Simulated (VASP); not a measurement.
Input of a VASP 6.6.1 run:

Contents of INCAR:

```
PREC = Accurate ; ENCUT = 520
EDIFF = 1E-7 ; ISMEAR = -1
SIGMA = 0.1 ; LREAL = False
LASPH = True ; NELM = 60
ALGO = Normal ; ISIF = 2
LWAVE = False ; LCHARG = False
NBANDS = 14
```

KPOINTS

```
regular mesh
0
Gamma
  24 24 3
```

File POSCAR:

```
B
1.0
    1.7403003719      0.0000000000      0.0000000000
   -0.8701501859      1.5071443322      0.0000000000
    0.0000000000      0.0000000000     14.2328694268
B
4
Direct
    0.0000000000      1.0000000000      0.0000000000
    0.0000000000      0.0000000000      0.5000000000
    0.3333333333      0.6666666667      0.2500000000
    0.6666666667      0.3333333333      0.7500000000
```

Potentials or basis: VASP PAW LDA potentials, release 64 (B).

The run is started by

```console
$ cat potpaw_LDA.64/B/POTCAR > POTCAR
$ mpirun -np 1 vasp_std > vasp.out
```

**Question.** Predict the band gap on the k mesh.

**Answer.** Zero (band 6 reaches 8.31 eV, above the bottom of band 7 at -2.20 eV).

**Question.** Predict the pressure.

**Answer.** -13.8 GPa.

Stress tensor (GPa, compression positive):
```
-20.18   0.00   0.00
  0.00 -20.18   0.00
  0.00   0.00  -1.11
```
